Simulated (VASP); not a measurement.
# Ti3Si4Ni (Pmm2) in VASP: single point with PBE

Aim: the single point of Ti3Si4Ni with PBE.

Everything below comes from runs of VASP 6.6.1. Logs are shortened: lines on timing, memory, paths and dates and some standing lists are left out, and cuts for length are marked.

### Step 1. The cell of the first run

Symmetry: Pmm2, No. 25, orthorhombic system. Conventional cell: a = 3.638 Å, b = 6.833 Å, c = 4.603 Å, α = 90.00°, β = 90.00°, γ = 90.00°. Ti (site symmetry mm2) has 8 Si at 2.57 to 2.88 Å and 4 Ni at 2.86 to 3.01 Å within 3.4 Å. Ti (site symmetry mm2) has 8 Si at 2.67 to 2.90 Å and 4 Ti at 2.90 to 2.97 Å and 2 Ni at 3.46 Å within 3.5 Å. Within 3.3 Å of Ti (site symmetry mm2) lie 6 Si at 2.52 to 2.62 Å and 4 Ti at 2.90 to 2.97 Å. Si (site symmetry m) has 2 Ni at 2.38 Å and 3 Si at 2.54 to 3.07 Å and 5 Ti at 2.62 to 2.88 Å within 3.1 Å. Within 3.2 Å of Si (site symmetry m) lie 1 Ni at 2.40 Å and 6 Ti at 2.52 to 2.90 Å and 2 Si at 2.54 Å. Ni (site symmetry mm2) has 6 Si at 2.38 to 2.40 Å and 4 Ti at 2.86 to 3.01 Å within 3.1 Å.

### Step 2. Single point, PBE, collinear spin, ferromagnetic start

INCAR reads:

```
ALGO     = Normal         # electronic algorithm
EDIFF    = 1E-6           # SCF threshold, eV
ENCUT    = 520            # plane-wave cutoff, eV
GGA      = PE             # functional
ISIF     = 2              # what is computed and relaxed
ISMEAR   = 0              # smearing method
ISPIN    = 2              # spin polarisation
LASPH    = T              # aspherical terms in the spheres
LCHARG   = F              # write CHGCAR
LMAXMIX  = 4              # l up to which the mixer works
LORBIT   = 11             # projections on sites
LREAL    = F              # projectors in reciprocal space
LWAVE    = F              # write WAVECAR
MAGMOM   = 0 0 0 0 0 0 0 2 # initial moments
NBANDS   = 45             # bands
NELM     = 150            # most SCF steps
PREC     = Accurate       # precision mode
SIGMA    = 0.1            # smearing width, eV
```

KPOINTS reads:

```
k-points
0
Gamma
  6 4 4
```

POSCAR reads:

```
Ti3Si4Ni
1.0
    3.6381024764      0.0000000000      0.0000000000
    0.0000000000      6.8331212059      0.0000000000
    0.0000000000      0.0000000000      4.6029417982
Ti Si Ni
3 4 1
Direct
    0.0000000000      0.5000000000      0.1310609403
    0.5000000000      0.0000000000      0.4892877189
    0.0000000000      0.0000000000     -0.0000946710
    0.0000000000      0.7249513474      0.6024515040
    0.0000000000      0.2750486526      0.6024515040
    0.5000000000      0.2541530573     -0.0152144422
    0.5000000000      0.7458469427     -0.0152144422
    0.5000000000      0.5000000000      0.6112718883
```

Potentials or basis: VASP PAW PBE potentials, release 64 (Ti_sv, Si, Ni).

The run is started by

```sh
$ cat potpaw_PBE.64/Ti_sv/POTCAR potpaw_PBE.64/Si/POTCAR potpaw_PBE.64/Ni/POTCAR > POTCAR
$ mpirun -np 1 vasp_std > vasp.out
```

OUTCAR:

```text
EDIFF = 1E-6
   ENCUT = 520
   GGA = PE
   ISIF = 2
   ISMEAR = 0
   ISPIN = 2
   LASPH = T
   LORBIT = 11
   LREAL = F
   NELM = 150
   PREC = Accurate

 ion  position               nearest neighbor table
   1  0.000  0.500  0.131-   6 2.57   7 2.57   6 2.57   7 2.57   4 2.66   5 2.66   8 2.86   8 2.86
                             5 2.88   4 2.88
   2  0.500  0.000  0.489-   4 2.67   5 2.67   4 2.67   5 2.67   6 2.87   7 2.87   3 2.90   3 2.90
                             7 2.90   6 2.90
   3  0.000  0.000  1.000-   6 2.52   7 2.52   6 2.52   7 2.52   4 2.62   5 2.62   2 2.90   2 2.90

   4  0.000  0.725  0.602-   8 2.38   8 2.38   7 2.54   7 2.54   3 2.62   1 2.66   2 2.67   2 2.67
                             1 2.88   5 3.07
   5  0.000  0.275  0.602-   8 2.38   8 2.38   6 2.54   6 2.54   3 2.62   1 2.66   2 2.67   2 2.67
                             1 2.88   4 3.07
   6  0.500  0.254  0.985-   8 2.40   3 2.52   3 2.52   5 2.54   5 2.54   1 2.57   1 2.57   2 2.87
                             2 2.90
   7  0.500  0.746  0.985-   8 2.40   3 2.52   3 2.52   4 2.54   4 2.54   1 2.57   1 2.57   2 2.87
                             2 2.90
   8  0.500  0.500  0.611-   4 2.38   5 2.38   4 2.38   5 2.38   6 2.40   7 2.40   1 2.86   1 2.86

  LATTYP: Found a simple orthorhombic cell.
 ALAT       =     3.6381024764
 B/A-ratio  =     1.2652039980
 C/A-ratio  =     1.8782102072

  Lattice vectors:

 A1 = (  -3.6381024764,   0.0000000000,   0.0000000000)
 A2 = (   0.0000000000,   0.0000000000,   4.6029417982)
 A3 = (   0.0000000000,   6.8331212059,   0.0000000000)

Analysis of symmetry for initial positions (statically):
=====================================================================
 Subroutine PRICEL returns:
 Original cell was already a primitive cell.

 Routine SETGRP: Setting up the symmetry group for a
 simple orthorhombic supercell.

 Subroutine GETGRP returns: Found  4 space group operations
 (whereof  4 operations were pure point group operations)
 out of a pool of  8 trial point group operations.

The static configuration has the point symmetry C_2v.

Analysis of symmetry for dynamics (positions and initial velocities):
=====================================================================
 Subroutine PRICEL returns:
 Original cell was already a primitive cell.

 Routine SETGRP: Setting up the symmetry group for a
 simple orthorhombic supercell.

 Subroutine GETGRP returns: Found  4 space group operations
 (whereof  4 operations were pure point group operations)
 out of a pool of  8 trial point group operations.

The dynamic configuration has the point symmetry C_2v.

Analysis of structural, dynamic, and magnetic symmetry:
=====================================================================
 Subroutine PRICEL returns:
 Original cell was already a primitive cell.

 Routine SETGRP: Setting up the symmetry group for a
 simple orthorhombic supercell.

 Subroutine GETGRP returns: Found  4 space group operations
 (whereof  4 operations were pure point group operations)
 out of a pool of  8 trial point group operations.

The overall configuration has the point symmetry C_2v.

 Subroutine INISYM returns: Found  4 space group operations
 (whereof  4 operations are pure point group operations),
 and found     1 'primitive' translations

----------------------------------------------------------------------------------------

                                     Primitive cell

  volume of cell :     114.4273

  direct lattice vectors                    reciprocal lattice vectors
     3.638102476  0.000000000  0.000000000     0.274868563  0.000000000  0.000000000
     0.000000000  6.833121206  0.000000000     0.000000000  0.146346006  0.000000000
     0.000000000  0.000000000  4.602941798     0.000000000  0.000000000  0.217252367

  length of vectors
     3.638102476  6.833121206  4.602941798     0.274868563  0.146346006  0.217252367

  position of ions in fractional coordinates (direct lattice)
     0.000000000  0.500000000  0.131060940
     0.500000000  0.000000000  0.489287719
     0.000000000  0.000000000  0.999905329
     0.000000000  0.724951347  0.602451504
     0.000000000  0.275048653  0.602451504
     0.500000000  0.254153057  0.984785558
     0.500000000  0.745846943  0.984785558
     0.500000000  0.500000000  0.611271888

  ion indices of the primitive-cell ions
   primitive index   ion index
[... 72 lines left out ...]
   ISTART =      0    job   : 0-new  1-cont  2-samecut
   ICHARG =      2    charge: 1-file 2-atom 10-const
   ISPIN  =      2    spin polarized calculation?
   LNONCOLLINEAR =      F non collinear calculations
   LSORBIT =      F    spin-orbit coupling
   LASPH  =      T    aspherical Exc in radial PAW
   ENCUT  =  520.0 eV  38.22 Ry    6.18 a.u.   6.76 12.71  8.56*2*pi/ulx,y,z
   NELM   =    150;   NELMIN=  2; NELMDL= -5     # of ELM steps
   EDIFF  = 0.1E-05   stopping-criterion for ELM
   LREAL  =      F    real-space projection
   EDIFFG = 0.1E-04   stopping-criterion for IOM
   NSW    =      0    number of steps for IOM
   IBRION =     -1    ionic relax: 0-MD 1-quasi-New 2-CG
   NFREE  =      0    steps in history (QN), initial steepest desc. (CG)
   ISIF   =      2    stress and relaxation
   ISYM   =      2    0-nonsym 1-usesym 2-fastsym
   POTIM  = 0.5000    time-step for ionic-motion
   TEBEG  =    0.0;   TEEND  =   0.0 temperature during run
   PSTRESS=    0.0 pullay stress
   NELECT =      62.0000    total number of electrons
   NUPDOWN=      -1.0000    fix difference up-down
   EMIN   =  10.00;   EMAX   =-10.00  energy-range for DOS
   EFERMI =   0.00;   METHOD = LEGACY
   ISMEAR =     0;   SIGMA  =   0.10  broadening in eV -4-tet -1-fermi 0-gaus
   EFERMI_NEDOS =   21; number of points for ismear=-14 and -15
   IALGO  =     38    algorithm
   IMIX   =      4    mixing-type and parameters
     AMIX     =   0.40;   BMIX     =  1.00
     AMIX_MAG =   1.60;   BMIX_MAG =  1.00
  volume/ion in A,a.u.               =      14.30        96.52
  Fermi-wavevector in a.u.,A,eV,Ry     =   1.334634  2.522093 24.235353  1.781248
  Thomas-Fermi vector in A             =   2.463400
   LORBIT       =     11    0 simple, 1 ext, 2 COOP (PROOUT), +10 PAW based schemes
   GGA     = PE    functional components
   LHFCALC =     F    Hartree Fock is set to
   AEXX    =    0.0000 exact exchange contribution
   IVDW    =     0    specifies the selected vdW correction
   LEPSILON=     F    determine dielectric tensor
   LRPA    =     F    only Hartree local field effects (RPA)
 spin polarized calculation
 Gauss-broadening in eV      SIGMA  =   0.10
  energy-cutoff  :      520.00
  volume of cell :      114.43
 maximum number of plane-waves:      3113
 NGX is ok and might be reduce to    28
   NGX = 13   NGY = 25   NGZ = 17

 number of electron      62.0000007 magnetization       0.0006057

 number of electron      62.0000007 magnetization      -0.0001860

 Free energy of the ion-electron system (eV)
  ---------------------------------------------------
  ext. energy  EPLUGINS =         0.00000000
  ---------------------------------------------------
  free energy    TOTEN  =       -54.45807649 eV

  energy without entropy =      -54.44137779  energy(sigma->0) =      -54.44972714

 E-fermi :   9.9242     XC(G=0): -11.7053

 val. band max:        9.9162874368   @ k =   0.3333   0.0000   0.5000
 cond. band min:       9.9471665158   @ k =   0.0000   0.5000   0.5000
 fundamental gap:      0.0308790790
 Fermi energy:         9.9242083003

 spin component 1

 k-point     1 :       0.0000    0.0000    0.0000
  band No.  band energies     occupation
      1     -47.1156      1.00000
      2     -46.8744      1.00000
      3     -46.6446      1.00000
      4     -23.5841      1.00000
      5     -23.4128      1.00000
      6     -23.2878      1.00000
[... 1093 lines left out ...]
     42      13.1282      0.00000
     43      13.5473      0.00000

 [... further k-points ...]

 spin component 2

 k-point     1 :       0.0000    0.0000    0.0000
  band No.  band energies     occupation
      1     -47.1156      1.00000
      2     -46.8744      1.00000
      3     -46.6446      1.00000
      4     -23.5841      1.00000
      5     -23.4128      1.00000
      6     -23.2878      1.00000
[... 1093 lines left out ...]
     42      13.1282      0.00000
     43      13.5473      0.00000

 [... further k-points ...]

 [bands above 43 left out]

------------------------ aborting loop because EDIFF is reached ----------------------------------------

  FORCE on cell =-STRESS in cart. coord.  units (eV):
  Direction    XX          YY          ZZ          XY          YZ          ZX
  --------------------------------------------------------------------------------------
  -------------------------------------------------------------------------------------
  Total        0.0324630      0.1478440      0.0216587      0.0000000      0.0000000      0.0000000
  in kB        0.4545379      2.0700688      0.3032587      0.0000000      0.0000000      0.0000000
  external PRESSURE =       0.9426218 kB  Pullay stress =       0.0000000 kB

 VOLUME and BASIS-vectors are now :
 -----------------------------------------------------------------------------
  energy-cutoff  :      520.00
  volume of cell :      114.43
      direct lattice vectors                 reciprocal lattice vectors
     3.638102476  0.000000000  0.000000000     0.274868563  0.000000000  0.000000000
     0.000000000  6.833121206  0.000000000     0.000000000  0.146346006  0.000000000
     0.000000000  0.000000000  4.602941798     0.000000000  0.000000000  0.217252367

 POSITION                                       TOTAL-FORCE (eV/Angst)
 -----------------------------------------------------------------------------------
      0.00000      3.41656      0.60327         0.000000      0.000000      0.012184
      1.81905      0.00000      2.25216         0.000000      0.000000      0.008418
      0.00000      0.00000      4.60251         0.000000      0.000000     -0.002673
      0.00000      4.95368      2.77305         0.000000      0.004566     -0.001862
      0.00000      1.87944      2.77305         0.000000     -0.004566     -0.001862
      1.81905      1.73666      4.53291        -0.000000     -0.014753      0.002016
      1.81905      5.09646      4.53291        -0.000000      0.014753      0.002016
      1.81905      3.41656      2.81365         0.000000      0.000000     -0.018239
 -----------------------------------------------------------------------------------
    total drift:                                0.000000      0.000000     -0.000129

  FREE ENERGIE OF THE ION-ELECTRON SYSTEM (eV)
  ---------------------------------------------------
  free  energy   TOTEN  =       -54.4580764933 eV

  energy  without entropy=      -54.4413777942  energy(sigma->0) =      -54.44972714

 total charge

# of ion       s       p       d       tot
------------------------------------------
    1        2.162   6.124   2.045  10.331
    2        2.172   6.108   1.972  10.252
    3        2.185   6.154   2.077  10.416
    4        0.752   0.888   0.000   1.640
    5        0.752   0.888   0.000   1.640
    6        0.772   0.914   0.000   1.685
    7        0.772   0.914   0.000   1.685
    8        0.479   0.572   8.447   9.498
--------------------------------------------------
tot         10.045  22.561  14.542  47.147

 magnetization (x)

# of ion       s       p       d       tot
------------------------------------------
    1       -0.000   0.000   0.000   0.000
    2       -0.000   0.000   0.000   0.000
    3        0.000   0.000   0.000   0.000
    4       -0.000  -0.000   0.000  -0.000
    5       -0.000  -0.000   0.000  -0.000
    6       -0.000  -0.000   0.000  -0.000
    7       -0.000  -0.000   0.000  -0.000
    8       -0.000  -0.000  -0.000  -0.000
--------------------------------------------------
tot         -0.000  -0.000  -0.000  -0.000
```

Run time: 14 min. Hardware: 1 thread of AMD EPYC 7R43 (Zen 3), shared host; peak memory 0.4 GiB.

What came out:

```
Free energy                                           : -54.4581 eV
Pressure                                              : 0.1 GPa
Largest force                                         : 0.018 eV/Å
Band gap on the k mesh                                : zero (filled and empty bands overlap)
Net moment                                            : 0.00 μB per cell
Valence electrons inside the program's atomic spheres : Ti 10.33, 10.25, 10.42; Si 1.64, 1.69; Ni 9.50
```

Forces on the atoms (eV/Å):
```
Ti   0.000  0.000  0.012
Ti   0.000  0.000  0.008
Ti   0.000  0.000 -0.003
Si   0.000  0.005 -0.002
Si   0.000 -0.005 -0.002
Si   0.000 -0.015  0.002
Si   0.000  0.015  0.002
Ni   0.000  0.000 -0.018
```

Stress tensor (GPa, compression positive):
```
0.05 0.00 0.00
0.00 0.21 0.00
0.00 0.00 0.03
```

Caveat: the starting moments collapsed, and a magnetic state may lie lower.
